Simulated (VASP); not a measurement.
Wanted: the native input for a VASP 6.6.1 run.

```
Task                   : electric field gradients
Functional             : r2SCAN
Potentials or basis    : VASP PAW PBE potentials, release 64 (Sb)
Cutoff                 : 520 eV
k mesh                 : 11 × 11 × 11
Occupations            : fermi-dirac, width 0.05 eV
Spin                   : no spin polarisation
Dipole correction      : no
Further INCAR settings : ALGO = Normal; EDIFF = 1e-08; NBANDS = 12
```

Sb:

```xyz
2
Lattice="2.1588 1.2464 3.7977 -2.1588 1.2464 3.7977 0.0000 -2.4927 3.7977" Properties=species:S:1:pos:R:3 pbc="T T T"
Sb    0.0000    0.0000    3.0563
Sb    0.0000    0.0000    8.3368
```

One way to write it, as run:

POSCAR

```
Sb
1.0
    2.1587717756      1.2463674658      3.7976949312
   -2.1587717756      1.2463674658      3.7976949312
    0.0000000000     -2.4927349316      3.7976949312
Sb
2
Direct
    0.2682562500      0.2682562500      0.2682562500
    0.7317437500      0.7317437500      0.7317437500
```

INCAR.step1

```
PREC = Accurate
ENCUT = 520
ISMEAR = -1
SIGMA = 0.05
LREAL = False
LASPH = True
NELM = 100
NBANDS = 12
GGA = PE
ALGO = Normal
EDIFF = 1E-4
LWAVE = True
LCHARG = False
```

INCAR.step2

```
PREC = Accurate
ENCUT = 520
EDIFF = 1E-8
ISMEAR = -1
SIGMA = 0.05
LREAL = False
LASPH = True
NELM = 100
ALGO = Normal
ISIF = 2
LWAVE = False
LCHARG = False
METAGGA = R2SCAN
LMIXTAU = True
LEFG = True
NBANDS = 12
ISTART = 1
```

KPOINTS

```
Automatic mesh
0
Gamma
  11 11 11
```

Potentials or basis: VASP PAW PBE potentials, release 64 (Sb).

Launch:

```sh
$ cat potpaw_PBE.64/Sb/POTCAR > POTCAR
$ cp INCAR.step1 INCAR
$ mpirun -np 1 vasp_std > vasp.out
$ cp INCAR.step2 INCAR
$ mpirun -np 1 vasp_std > vasp.out
```

Results of the run:

| Item | Value |
| --- | --- |
| Pressure | 1.6 GPa |
| Largest force | 0.208 eV/Å |
| Band gap on the k mesh | zero (bands 5 and 6 overlap by 0.19 eV) |
| Largest electric field gradient by atom | Sb -65.6 V/Å² |

Caveat: without QUAD_EFG the Cq values of the log hold for a quadrupole moment of 1 mb, not for the nuclei; the PAW data sets were made with another functional, which shifts forces and pressure a little; spin-orbit coupling is left out, which moves the levels of the heavy elements.

Wall time 5.9 min on 1 thread of AMD EPYC 9R14 (Zen 4), on a shared host, peak memory 0.24 GiB.
